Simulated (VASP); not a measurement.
Set up this calculation in VASP 6.6.1, as the native input.

* Task: relaxation of cell and atoms
* Functional: r2SCAN
* Potentials or basis: VASP PAW PBE potentials, release 64 (Bi_d)
* Cutoff: 600 eV
* k mesh: 7 × 7 × 7
* Occupations: fermi-dirac, width 0.05 eV
* Spin: no spin polarisation
* Target pressure: 5 GPa
* Dipole correction: no
* Further INCAR settings: ALGO = Normal; EDIFF = 1e-06; IBRION = 2; EDIFFG = -0.01; NSW = 60; ISIF = 3

The system is Bi.

```
Bi
1.0
     2.26750    1.30914    3.93800
    -2.26750    1.30914    3.93800
     0.00000   -2.61828    3.93800
Bi
2
Direct
  0.76600 0.76600 0.76600
  0.23400 0.23400 0.23400
```

One way to write it, as run:

POSCAR

```
Bi
1.0
    2.2675000000      1.3091417354      3.9380000000
   -2.2675000000      1.3091417354      3.9380000000
    0.0000000000     -2.6182834708      3.9380000000
Bi
2
Direct
    0.7660000000      0.7660000000      0.7660000000
    0.2340000000      0.2340000000      0.2340000000
```

INCAR.step1

```
SYSTEM = Bi
PREC = Accurate ; ENCUT = 600
ISMEAR = -1 ; SIGMA = 0.05
LREAL = .False. ; LASPH = .True.
NELM = 60 ; GGA = PE
ALGO = Normal ; EDIFF = 1E-4
LWAVE = .True. ; LCHARG = .False.
```

INCAR.step2

```
SYSTEM = Bi
PREC = Accurate ; ENCUT = 600
EDIFF = 1E-6 ; ISMEAR = -1
SIGMA = 0.05 ; LREAL = .False.
LASPH = .True. ; NELM = 60
ALGO = Normal ; ISIF = 3
LWAVE = .False. ; LCHARG = .False.
METAGGA = R2SCAN ; LMIXTAU = .True.
IBRION = 2 ; NSW = 60
EDIFFG = -0.01 ; PSTRESS = 50.0
ISTART = 1
```

KPOINTS

```
Automatic mesh
0
Gamma
  7 7 7
  0 0 0
```

Potentials or basis: VASP PAW PBE potentials, release 64 (Bi_d).

Command:

```bash
$ cat potpaw_PBE.64/Bi_d/POTCAR > POTCAR
$ cp INCAR.step1 INCAR
$ mpirun -np 1 vasp_std > vasp.out
$ cp INCAR.step2 INCAR
$ mpirun -np 1 vasp_std > vasp.out
```

It gave:

```json
{
 "Relaxed volume": "32.42 Å³/atom",
 "Relaxed cell": "a = 4.565 Å, b = 4.565 Å, c = 4.565 Å, α = 58.42°, β = 58.42°, γ = 58.42°",
 "Space group after relaxing (to 0.05 Å)": "R-3m (No. 166)",
 "Energy change on relaxing (the enthalpy is what falls)": "+48.0 meV/atom",
 "Ionic steps": "10",
 "Pressure after relaxing": "5.0 GPa",
 "Largest force after relaxing": "0.005 eV/Å",
 "Band gap on the k mesh": "0.45 eV, indirect (least direct gap 0.69 eV)"
}
```

Caveat: the cell is relaxed towards a set pressure, so the enthalpy falls and the energy may rise; the PAW data sets were made with another functional, which shifts forces and pressure a little; spin-orbit coupling is left out, which moves the levels of the heavy elements.

It took 48 min on 1 thread of Oxide Virtual Turin-like Processor (shared host), peak memory 0.26 GiB.
